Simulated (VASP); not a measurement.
Here is a VASP 6.6.1 calculation.

File INCAR:

```
SYSTEM = Si
  PREC = Accurate
  ENCUT = 520
  EDIFF = 1E-6
  ISMEAR = -1
  SIGMA = 0.05
  LREAL = .FALSE.
  LASPH = .TRUE.
  NELM = 100
  ALGO = Normal
  ISIF = 2
  LWAVE = .FALSE.
  LCHARG = .FALSE.
  GGA = PE
  NBANDS = 11
```

File KPOINTS:

```
Automatic mesh
0
G
  7 7 7
  0 0 0
```

File POSCAR:

```
Si
1.0
    0.0000000000      2.7167470725      2.7167470725
    2.7167470725      0.0000000000      2.7167470725
    2.7167470725      2.7167470725      0.0000000000
Si
2
Direct
    0.0000000000      0.0000000000      0.0000000000
    0.2500000000      0.2500000000      0.2500000000
```

Potentials or basis: VASP PAW PBE potentials, release 64 (Si).

Run with:

```console
$ cat potpaw_PBE.64/Si/POTCAR > POTCAR
$ mpirun -np 1 vasp_std > vasp.out
```

What does it give for the pressure?

1.8 GPa.

Estimate the band gap on the k mesh.

0.58 eV, indirect (least direct gap 2.56 eV).

A k mesh can miss the band edges. As with any semilocal functional, this PBE gap is likely too small.
